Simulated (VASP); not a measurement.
**CsO: single point with LDA**

CsO:

```
CELL_PARAMETERS angstrom
-2.06376 3.35968 3.75850
2.06376 -3.35968 3.75850
2.06376 3.35968 -3.75850
ATOMIC_POSITIONS crystal
Cs 0.25000 0.25000 0.00000
Cs 0.75000 0.75000 0.00000
O 0.62000 0.00000 0.62000
O 0.38000 0.00000 0.38000
```

This cell differs from its parent crystal: strain -0.0450 x Voigt [1, -1, 0, 0, 0, 0].

```
Program                : VASP 6.6.1
Task                   : single point
Functional             : LDA
Potentials or basis    : VASP PAW LDA potentials, release 64 (Cs_sv, O)
Cutoff                 : 520 eV
k mesh                 : 8 × 8 × 8
Occupations            : gaussian, width 0.05 eV
Spin                   : no spin polarisation
Dipole correction      : no
Further INCAR settings : ALGO = Normal; EDIFF = 1e-07; NBANDS = 23
```

* Pressure: -3.7 GPa
* Largest force: 1.923 eV/Å
* Band gap on the k mesh: 1.66 eV (least direct gap 1.79 eV)

Forces in eV/Å, atoms in the order of the input:
```
Cs   0.000  0.000  0.131
Cs   0.000  0.000 -0.131
O    0.000 -1.923  0.000
O    0.000  1.923  0.000
```

Stress tensor (GPa, compression positive):
```
-1.26  0.00  0.00
 0.00 -7.56  0.00
 0.00  0.00 -2.31
```

Levels at points of the mesh, in eV from the valence-band top:
| k point | band 11 | band 12 | band 13 | band 14 | band 15 | band 16 | band 17 | band 18 | band 19 | band 20 |
| --- | --- | --- | --- | --- | --- | --- | --- | --- | --- | --- |
| (0.00, 0.00, 0.00) | -4.73 | -3.10 | -3.05 | -0.60 | 0.00 | 1.79 | 2.12 | 3.24 | 4.61 | 4.88 |
| (0.50, 0.00, 0.00) | -4.65 | -3.10 | -2.90 | -0.45 | -0.42 | 2.32 | 3.46 | 3.99 | 5.09 | 5.67 |
| (0.00, 0.50, 0.00) | -4.62 | -2.76 | -2.53 | -0.77 | -0.45 | 2.54 | 3.20 | 5.03 | 5.44 | 5.79 |
| (0.50, 0.50, 0.00) | -4.62 | -2.79 | -2.66 | -0.84 | -0.69 | 2.42 | 3.26 | 3.28 | 4.63 | 5.25 |
| (0.50, 0.50, 0.50) | -4.65 | -3.25 | -2.79 | -0.62 | -0.37 | 2.45 | 2.59 | 3.99 | 4.14 | 5.61 |

It took 4.6 min on 1 thread of Intel(R) Xeon(R) Platinum 8488C (Sapphire Rapids) (shared host), peak memory 0.33 GiB.

Caveat: the cell differs from its parent crystal (strain -0.0450 x Voigt [1, -1, 0, 0, 0, 0]); the stress differs along the axes, from -8 to -1 GPa; spin-orbit coupling is left out, which moves the levels of the heavy elements; forces of over 1 eV/Å act on the atoms, so gaps and moduli don't describe the material at rest. A k mesh can miss the band edges.
